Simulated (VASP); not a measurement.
Set up this calculation in VASP 6.6.1, as the native input.

- Task: single point
- Functional: r2SCAN
- Potentials or basis: VASP PAW PBE potentials, release 64 (Zr_sv, Ta_pv, N)
- Cutoff: 660 eV
- k mesh: 11 × 11 × 5
- Occupations: fermi-dirac, width 0.0416 eV
- Spin: no spin polarisation
- Dipole correction: no
- Further INCAR settings: ALGO = Normal; EDIFF = 1e-06; NBANDS = 37

Crystal: ZrTaN.

```
Zr Ta N
1.0
     3.11904    0.00000    0.00000
     0.00000    3.11904    0.00000
     0.00000    0.00000    7.89631
Zr Ta N
2 2 2
Direct
  0.00000 0.50000 0.90000
  0.50000 0.00000 0.10000
  0.00000 0.50000 0.33500
  0.50000 0.00000 0.66500
  0.00000 0.50000 0.61700
  0.50000 0.00000 0.38300
```

One way to write it, as run:

POSCAR

```
ZrTaN
1.0
    3.1190440000      0.0000000000      0.0000000000
    0.0000000000      3.1190440000      0.0000000000
    0.0000000000      0.0000000000      7.8963140000
Zr Ta N
2 2 2
Direct
    0.0000000000      0.5000000000      0.9000000000
    0.5000000000      0.0000000000      0.1000000000
    0.0000000000      0.5000000000      0.3350000000
    0.5000000000      0.0000000000      0.6650000000
    0.0000000000      0.5000000000      0.6170000000
    0.5000000000      0.0000000000      0.3830000000
```

INCAR.step1

```
PREC = Accurate
ENCUT = 660
ISMEAR = -1
SIGMA = 0.0416
LREAL = False
LASPH = True
NELM = 120
NBANDS = 37
GGA = PE
ALGO = Normal
EDIFF = 1E-5
LWAVE = True
LCHARG = False
GGA_COMPAT = False
```

INCAR.step2

```
PREC = Accurate
ENCUT = 660
EDIFF = 1E-6
ISMEAR = -1
SIGMA = 0.0416
LREAL = False
LASPH = True
NELM = 120
ALGO = Normal
ISIF = 2
LWAVE = False
LCHARG = False
METAGGA = R2SCAN
LMIXTAU = True
NBANDS = 37
ISTART = 1
GGA_COMPAT = False
```

KPOINTS

```
regular mesh
0
Gamma
  11 11 5
```

Potentials or basis: VASP PAW PBE potentials, release 64 (Zr_sv, Ta_pv, N).

Command:

```sh
$ cat potpaw_PBE.64/Zr_sv/POTCAR potpaw_PBE.64/Ta_pv/POTCAR potpaw_PBE.64/N/POTCAR > POTCAR
$ cp INCAR.step1 INCAR
$ mpirun -np 1 vasp_std > vasp.out
$ cp INCAR.step2 INCAR
$ mpirun -np 1 vasp_std > vasp.out
```

It gave:

```yaml
Pressure: 22.3 GPa
Largest_force: 1.612 eV/Å
Band_gap_on_the_k_mesh: zero (bands 28 and 29 overlap by 1.38 eV)
```

Caveat: the cell stands under pressure; the PAW data sets were made with another functional, which shifts forces and pressure a little; spin-orbit coupling is left out, which moves the levels of the heavy elements.

It took 12 min on 1 thread of Intel(R) Xeon(R) Platinum 8259CL CPU @ 2.50GHz (Skylake/Cascade Lake), on a shared host, peak memory 0.4 GiB.
